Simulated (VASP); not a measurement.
The system is CsCl.

```xyz
2
Lattice="4.3414 0.0000 0.0000 0.0000 4.3414 0.0000 0.0000 0.0000 4.3414" Properties=species:S:1:pos:R:3 pbc="T T T"
Cs    0.0000    0.0000    0.0000
Cl    2.1707    2.1707    2.1707
```

Base run:

- Program: VASP 6.6.1
- Functional: PBE
- Potentials or basis: VASP PAW PBE potentials, release 64 (Cs_sv, Cl)
- Cutoff: 500 eV
- k mesh: 6 × 6 × 6
- Occupations: gaussian, width 0.02 eV
- Spin: no spin polarisation

Its results: band gap on the k mesh 4.62 eV; pressure -1.1 GPa.

The run is repeated on the same cell with these changes: functional from PBE to RPBE. What comes out?

Band gap on the k mesh 4.93 eV; pressure 0.3 GPa.

RPBE binds less tightly than PBE, so the same cell stands under more pressure.

Caveats: spin-orbit coupling is left out, which moves the levels of the heavy elements; the PAW data sets were made with another functional, which shifts forces and pressure a little (at least some runs).

